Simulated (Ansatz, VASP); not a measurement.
## Te2Mo in VASP and in Ansatz

The input INCAR:

```
PREC = Accurate ; ENCUT = 520
EDIFF = 1E-7 ; ISMEAR = 0
SIGMA = 0.05 ; LREAL = F
LASPH = T ; NELM = 60
ALGO = Normal ; ISIF = 2
LWAVE = F ; LCHARG = T
LDIPOL = T ; IDIPOL = 3
DIPOL = 0.5 0.5 0.402 ; GGA = PE
IVDW = 12 ; LELF = T
LVHAR = T ; LVACPOTAV = T
NBANDS = 35
```

KPOINTS

```
Automatic mesh
0
Gamma
  9 9 1
```

Contents of POSCAR:

```
Te2Mo
1.0
    3.5038816881      0.0000000000      0.0000000000
   -1.7519408440      3.0344505538      0.0000000000
    0.0000000000      0.0000000000     24.7677198395
Te Mo
4 2
Direct
    0.3333333333      0.6666666667      0.1816881017
    0.3333333333      0.6666666667      0.3284056818
    0.3333333333      0.8333333333      0.4749674171
    0.3333333333      0.8333333333      0.6216849972
    0.6666666667      0.3333333333      0.2550468917
    0.6666666667      0.5000000000      0.5483262072
```

Input for Ansatz:

```yaml
crystal:
  lattice:
    - [3.5038816881, 0.0, 0.0]
    - [-1.751940844, 3.0344505538, 0.0]
    - [0.0, 0.0, 24.7677198395]
  atoms:
    - { symbol: Te, position: [0.3333333333, 0.6666666667, 0.1816881017] }
    - { symbol: Mo, position: [0.6666666667, 0.3333333333, 0.2550468917] }
    - { symbol: Te, position: [0.3333333333, 0.6666666667, 0.3284056818] }
    - { symbol: Te, position: [0.3333333333, 0.8333333333, 0.4749674171] }
    - { symbol: Mo, position: [0.6666666667, 0.5, 0.5483262072] }
    - { symbol: Te, position: [0.3333333333, 0.8333333333, 0.6216849972] }
basis:
  ecutwfc: 420
kpoints:
  mp_grid: { grid: [9, 9, 1] }
hamiltonian:
  xc: pbe
  pseudopotentials: { kind: paw, azcp: { folder: soft_1 } }
  dispersion: d3bj
scf:
  occupations: { method: gaussian, width: 0.05 }
output:
  forces: true
  eigenvalues: true
efield:
  axis: 3
  dipole_correction: true
  ramp_width: 0.04
```

Alike in both runs: task single point; functional PBE; dispersion D3(BJ); k mesh 9 × 9 × 1; occupations gaussian, width 0.05 eV; no spin polarisation.

|  | VASP | Ansatz |
| --- | --- | --- |
| version | VASP 6.6.1 | Ansatz 0.2.0 |
| potentials or method | VASP PAW PBE potentials, release 64 (Te, Mo_sv), cutoff 520 eV | scalar-relativistic, plane waves, PAW |
| valence electrons in the cell | 52 | 92 |

Ansatz gave:

* gap on the k mesh at the Fermi level (eV): 1.08
* least direct gap on the mesh (eV): 1.14
* rms of the force components (eV/Å): 0.063

Problem. What did VASP give for the same quantities?

Solution. gap on the k mesh at the Fermi level (eV): 1.08; least direct gap on the mesh (eV): 1.14; rms of the force components (eV/Å): 0.059.

VASP's potentials hold 52 valence electrons a cell and Ansatz's 92, so a difference there can come from the potentials and not from the codes.

Neither program's run includes spin-orbit coupling.
